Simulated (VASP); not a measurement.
# Pt (Im-3m) in VASP: single point with PBEsol

Aim: the single point of Pt with PBEsol.

Program: VASP 6.6.1. These are calculated values, not measurements. Logs are shortened: lines on timing, memory, paths and dates and some standing lists are left out, and cuts for length are marked.

**1. The cell of the first run**

Symmetry: Im-3m, No. 229, cubic system. The conventional cell has a = 3.121 Å, b = 3.121 Å, c = 3.121 Å, α = 90.00°, β = 90.00°, γ = 90.00°. Pt (site symmetry m-3m) has 14 Pt at 2.70 to 3.12 Å within 3.6 Å.

This isn't the form of Pt at room conditions, which is fcc.

**2. Single point, PBEsol**

INCAR

```
ALGO     = Normal         # electronic algorithm
EDIFF    = 1E-6           # SCF threshold, eV
ENCUT    = 500            # plane-wave cutoff, eV
GGA      = PS             # functional
GGA_COMPAT= False        
ISIF     = 2              # what is computed and relaxed
ISMEAR   = 0              # smearing method
LASPH    = True           # aspherical terms in the spheres
LCHARG   = False          # write CHGCAR
LREAL    = False          # projectors in reciprocal space
LWAVE    = False          # write WAVECAR
NBANDS   = 11             # bands
NELM     = 120            # most SCF steps
PREC     = Accurate       # precision mode
SIGMA    = 0.1            # smearing width, eV
```

KPOINTS

```
k-points
0
Gamma
  18 18 18
```

POSCAR

```
Pt
1.0
   -1.5604153263      1.5604153263      1.5604153263
    1.5604153263     -1.5604153263      1.5604153263
    1.5604153263      1.5604153263     -1.5604153263
Pt
1
Direct
    0.0000000000      0.0000000000      0.0000000000
```

Potentials or basis: VASP PAW PBE potentials, release 64 (Pt).

Run with:

```bash
> cat potpaw_PBE.64/Pt/POTCAR > POTCAR
> mpirun -np 1 vasp_std > vasp.out
```

OUTCAR:

```text
EDIFF = 1E-6
   ENCUT = 500
   GGA = PS
   ISIF = 2
   ISMEAR = 0
   LASPH = True
   LREAL = False
   NELM = 120
   PREC = Accurate

 ion  position               nearest neighbor table
   1  0.000  0.000  0.000-

  LATTYP: Found a body centered cubic cell.
 ALAT       =     3.1208306526

  Lattice vectors:

 A1 = (  -1.5604153263,   1.5604153263,   1.5604153263)
 A2 = (   1.5604153263,  -1.5604153263,   1.5604153263)
 A3 = (   1.5604153263,   1.5604153263,  -1.5604153263)

Analysis of symmetry for initial positions (statically):
=====================================================================
 Subroutine PRICEL returns:
 Original cell was already a primitive cell.

 Routine SETGRP: Setting up the symmetry group for a
 body centered cubic supercell.

 Subroutine GETGRP returns: Found 48 space group operations
 (whereof 48 operations were pure point group operations)
 out of a pool of 48 trial point group operations.

The static configuration has the point symmetry O_h .

Analysis of symmetry for dynamics (positions and initial velocities):
=====================================================================
 Subroutine PRICEL returns:
 Original cell was already a primitive cell.

 Routine SETGRP: Setting up the symmetry group for a
 body centered cubic supercell.

 Subroutine GETGRP returns: Found 48 space group operations
 (whereof 48 operations were pure point group operations)
 out of a pool of 48 trial point group operations.

The dynamic configuration has the point symmetry O_h .

 Subroutine INISYM returns: Found 48 space group operations
 (whereof 48 operations are pure point group operations),
 and found     1 'primitive' translations

----------------------------------------------------------------------------------------

                                     Primitive cell

  volume of cell :      15.1978

  direct lattice vectors                    reciprocal lattice vectors
    -1.560415326  1.560415326  1.560415326     0.000000000  0.320427512  0.320427512
     1.560415326 -1.560415326  1.560415326     0.320427512  0.000000000  0.320427512
     1.560415326  1.560415326 -1.560415326     0.320427512  0.320427512  0.000000000

  length of vectors
     2.702718626  2.702718626  2.702718626     0.453152933  0.453152933  0.453152933

  position of ions in fractional coordinates (direct lattice)
     0.000000000  0.000000000  0.000000000

  ion indices of the primitive-cell ions
   primitive index   ion index
                 1           1

----------------------------------------------------------------------------------------

 KPOINTS: k-points

Automatic generation of k-mesh.
 Grid dimensions read from file:
 generate k-points for:   18   18   18

 Generating k-lattice:

  Cartesian coordinates                     Fractional coordinates (reciprocal lattice)
     0.000000000  0.017801528  0.017801528     0.055555556  0.000000000  0.000000000
     0.017801528  0.000000000  0.017801528     0.000000000  0.055555556  0.000000000
     0.017801528  0.017801528  0.000000000     0.000000000  0.000000000  0.055555556

  Length of vectors
     0.025175163  0.025175163  0.025175163

  Shift w.r.t. Gamma in fractional coordinates (k-lattice)
     0.000000000  0.000000000  0.000000000

 Subroutine IBZKPT returns following result:
 ===========================================

 Found    195 irreducible k-points:

 Following reciprocal coordinates:
            Coordinates               Weight
  0.000000  0.000000  0.000000      1.000000
  0.055556  0.000000  0.000000     12.000000
  0.111111  0.000000  0.000000     12.000000
  0.166667  0.000000  0.000000     12.000000
  0.222222  0.000000  0.000000     12.000000
  0.277778  0.000000  0.000000     12.000000
[... 16 lines left out ...]
  0.333333  0.111111  0.000000     48.000000
  0.388889  0.111111  0.000000     48.000000
 [... further k-points ...]
   k-points           NKPTS =    195   k-points in BZ     NKDIM =    195   number of bands    NBANDS=     11
   number of dos      NEDOS =    301   number of ions     NIONS =      1
   total plane-waves  NPLWV =   8000
   dimension x,y,z NGX =    20 NGY =   20 NGZ =   20
   dimension x,y,z NGXF=    40 NGYF=   40 NGZF=   40
   ions per type =               1
   NGX,Y,Z   is equivalent  to a cutoff of  12.30, 12.30, 12.30 a.u.
   NGXF,Y,Z  is equivalent  to a cutoff of  24.60, 24.60, 24.60 a.u.
 SYSTEM =  unknown system
   PREC   = accura    normal or accurate (medium, high low for compatibility)
   ISTART =      0    job   : 0-new  1-cont  2-samecut
   ICHARG =      2    charge: 1-file 2-atom 10-const
   ISPIN  =      1    spin polarized calculation?
   LNONCOLLINEAR =      F non collinear calculations
   LSORBIT =      F    spin-orbit coupling
   LASPH  =      T    aspherical Exc in radial PAW
   ENCUT  =  500.0 eV  36.75 Ry    6.06 a.u.   4.93  4.93  4.93*2*pi/ulx,y,z
   NELM   =    120;   NELMIN=  2; NELMDL= -5     # of ELM steps
   EDIFF  = 0.1E-05   stopping-criterion for ELM
   LREAL  =      F    real-space projection
   EDIFFG = 0.1E-04   stopping-criterion for IOM
   NSW    =      0    number of steps for IOM
   IBRION =     -1    ionic relax: 0-MD 1-quasi-New 2-CG
   NFREE  =      0    steps in history (QN), initial steepest desc. (CG)
   ISIF   =      2    stress and relaxation
   ISYM   =      2    0-nonsym 1-usesym 2-fastsym
   POTIM  = 0.5000    time-step for ionic-motion
   TEBEG  =    0.0;   TEEND  =   0.0 temperature during run
   PSTRESS=    0.0 pullay stress
   NELECT =      10.0000    total number of electrons
   NUPDOWN=      -1.0000    fix difference up-down
   EMIN   =  10.00;   EMAX   =-10.00  energy-range for DOS
   EFERMI =   0.00;   METHOD = LEGACY
   ISMEAR =     0;   SIGMA  =   0.10  broadening in eV -4-tet -1-fermi 0-gaus
   EFERMI_NEDOS =   21; number of points for ismear=-14 and -15
   IALGO  =     38    algorithm
   IMIX   =      4    mixing-type and parameters
     AMIX     =   0.40;   BMIX     =  1.00
     AMIX_MAG =   1.60;   BMIX_MAG =  1.00
  volume/ion in A,a.u.               =      15.20       102.56
  Fermi-wavevector in a.u.,A,eV,Ry     =   1.423906  2.690792 27.585922  2.027508
  Thomas-Fermi vector in A             =   2.544454
   LORBIT       =      0    0 simple, 1 ext, 2 COOP (PROOUT), +10 PAW based schemes
   GGA     = PS    functional components
   LHFCALC =     F    Hartree Fock is set to
   AEXX    =    0.0000 exact exchange contribution
   IVDW    =     0    specifies the selected vdW correction
   LEPSILON=     F    determine dielectric tensor
   LRPA    =     F    only Hartree local field effects (RPA)
 non-spin polarized calculation
 Gauss-broadening in eV      SIGMA  =   0.10
  energy-cutoff  :      500.00
  volume of cell :       15.20
 maximum number of plane-waves:       397
   NGX =  9   NGY =  9   NGZ =  9

 number of electron      10.0000000 magnetization

 number of electron       9.9999997 magnetization

 Free energy of the ion-electron system (eV)
  ---------------------------------------------------
  ext. energy  EPLUGINS =         0.00000000
  ---------------------------------------------------
  free energy    TOTEN  =        -6.85826647 eV

  energy without entropy =       -6.85529559  energy(sigma->0) =       -6.85678103

 E-fermi :  10.7668     XC(G=0): -13.5757

 val. band max:       10.7612380753   @ k =  -0.3889   0.3889   0.2222
 cond. band min:      10.7870486100   @ k =  -0.3889   0.5000   0.0556
 fundamental gap:      0.0258105347
 Fermi energy:        10.7668043385

 k-point     1 :       0.0000    0.0000    0.0000
  band No.  band energies     occupation
      1       0.7515      2.00000
      2       7.0193      2.00000
      3       7.0193      2.00000
      4       7.0193      2.00000
      5       9.6824      2.00000
      6       9.6824      2.00000
      7      27.7959      0.00000
      8      27.7959      0.00000
      9      27.7959      0.00000
     10      38.2987      0.00000
     11      38.2987      0.00000

 k-point     2 :       0.0556    0.0000    0.0000
  band No.  band energies     occupation
      1       0.8824      2.00000
      2       6.9661      2.00000
      3       7.0190      2.00000
      4       7.1260      2.00000
      5       9.6115      2.00000
      6       9.6858      2.00000
      7      27.8636      0.00000
      8      27.9237      0.00000
      9      27.9916      0.00000
     10      36.4588      0.00000
     11      37.0733      0.00000

 k-point     3 :       0.1111    0.0000    0.0000
  band No.  band energies     occupation
      1       1.2639      2.00000
      2       6.8160      2.00000
      3       7.0096      2.00000
      4       7.4413      2.00000
      5       9.4418      2.00000
      6       9.6979      2.00000
      7      27.9821      0.00000
      8      28.1477      0.00000
      9      28.5646      0.00000
     10      34.7506      0.00000
     11      35.2172      0.00000

 k-point     4 :       0.1667    0.0000    0.0000
  band No.  band energies     occupation
      1       1.8568      2.00000
      2       6.5946      2.00000
      3       6.9824      2.00000
      4       7.9504      2.00000
      5       9.2762      2.00000
      6       9.7233      2.00000
      7      27.8784      0.00000
      8      27.9021      0.00000
      9      29.4760      0.00000
     10      33.7840      0.00000
     11      33.7991      0.00000
[... 239 lines left out ...]
 k-point    22 :       0.2778    0.1111   -0.0000
  band No.  band energies     occupation
      1       3.9901      2.00000
      2       5.9158      2.00000
      3       7.2138      2.00000
      4       9.2319      2.00000
      5      10.0166      2.00000
      6      11.0114      0.00054
      7      22.0306      0.00000
      8      25.4171      0.00000
      9      28.2090      0.00000
     10      32.4620      0.00000
     11      36.1574      0.00000

 k-point    23 :       0.3333    0.1111    0.0000
  band No.  band energies     occupation
      1       4.1052      2.00000
      2       5.7449      2.00000
      3       7.9685      2.00000
      4       9.4071      2.00000
      5      10.1451      2.00000
      6      12.0234      0.00000
      7      19.8191      0.00000
      8      24.6472      0.00000
      9      27.1182      0.00000
     10      33.6473      0.00000
     11      35.9492      0.00000

 k-point    24 :       0.3889    0.1111    0.0000
  band No.  band energies     occupation
      1       4.0915      2.00000
      2       5.6389      2.00000
      3       8.6344      2.00000
      4       9.4700      2.00000
      5      10.4197      2.00000
      6      12.9636      0.00000
      7      17.9774      0.00000
      8      24.1323      0.00000
      9      26.3406      0.00000
     10      34.4891      0.00000
     11      35.5079      0.00000

 [... further k-points ...]
[... 5 lines left out ...]
  --------------------------------------------------------------------------------------
  -------------------------------------------------------------------------------------
  Total       -0.0360060     -0.0360060     -0.0360060     -0.0000000     -0.0000000      0.0000000
  in kB       -3.7958156     -3.7958156     -3.7958156     -0.0000000     -0.0000000      0.0000000
  external PRESSURE =      -3.7958156 kB  Pullay stress =       0.0000000 kB

 VOLUME and BASIS-vectors are now :
 -----------------------------------------------------------------------------
  energy-cutoff  :      500.00
  volume of cell :       15.20
      direct lattice vectors                 reciprocal lattice vectors
    -1.560415326  1.560415326  1.560415326     0.000000000  0.320427512  0.320427512
     1.560415326 -1.560415326  1.560415326     0.320427512  0.000000000  0.320427512
     1.560415326  1.560415326 -1.560415326     0.320427512  0.320427512  0.000000000

 POSITION                                       TOTAL-FORCE (eV/Angst)
 -----------------------------------------------------------------------------------
      0.00000      0.00000      0.00000        -0.000000     -0.000000     -0.000000
 -----------------------------------------------------------------------------------
    total drift:                                0.000000      0.000000      0.000000

  FREE ENERGIE OF THE ION-ELECTRON SYSTEM (eV)
  ---------------------------------------------------
  free  energy   TOTEN  =        -6.8582664720 eV

  energy  without entropy=       -6.8552955901  energy(sigma->0) =       -6.85678103
```

It took 47 s on 1 thread of Intel Xeon 8259CL, shared host; peak memory 0.15 GiB.

Results:

| Property | Result |
| --- | --- |
| Free energy | -6.8583 eV |
| Pressure | -0.4 GPa |
| Band gap on the k mesh | zero (bands 5 and 6 overlap by 2.25 eV) |

Caveat: the PAW data sets were made with another functional, which shifts forces and pressure a little; spin-orbit coupling is left out, which moves the levels of the heavy elements.
